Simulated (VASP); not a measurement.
Write the native input for VASP 6.6.1 that does the following.

```yaml
Task: electric field gradients
Functional: LDA
Potentials_or_basis: VASP PAW LDA potentials, release 64 (In_d, Au)
Cutoff: 520 eV
k_mesh: 10 × 10 × 10
Occupations: fermi-dirac, width 0.05 eV
Spin: no spin polarisation
Dipole_correction: no
Further_INCAR_settings: ALGO = Normal; EDIFF = 1e-08; NBANDS = 26
```

The structure of In2Au lies in POSCAR:

```
In2Au
1.0
    0.0000000000      3.1846344394      3.1846344394
    3.1846344394      0.0000000000      3.1846344394
    3.1846344394      3.1846344394      0.0000000000
In Au
2 1
Direct
    0.2500000000      0.2500000000      0.2500000000
    0.7500000000      0.7500000000      0.7500000000
    0.0000000000      0.0000000000      0.0000000000
```

The input as run:

INCAR

```
ALGO = Normal
EDIFF = 1E-8
ENCUT = 520
GGA = CA
ISIF = 2
ISMEAR = -1
LASPH = True
LCHARG = False
LEFG = True
LREAL = False
LWAVE = False
NBANDS = 26
NELM = 100
PREC = Accurate
SIGMA = 0.05
```

KPOINTS

```
k-points
0
Gamma
  10 10 10
```

Potentials or basis: VASP PAW LDA potentials, release 64 (In_d, Au).

Run with:

```sh
$ cat potpaw_LDA.64/In_d/POTCAR potpaw_LDA.64/Au/POTCAR > POTCAR
$ mpirun -np 1 vasp_std > vasp.out
```

It gave:

The pressure is 4.1 GPa, the band gap on the k mesh is zero (an odd number of electrons rules out a gap without spin polarisation) and the largest electric field gradient by atom is zero within the noise of the run.

Caveat: the cell stands under pressure; spin-orbit coupling is left out, which moves the levels of the heavy elements.

Run time: 29 s on 1 thread of Intel(R) Xeon(R) 6975P-C (Granite Rapids) (shared host), peak memory 0.22 GiB.
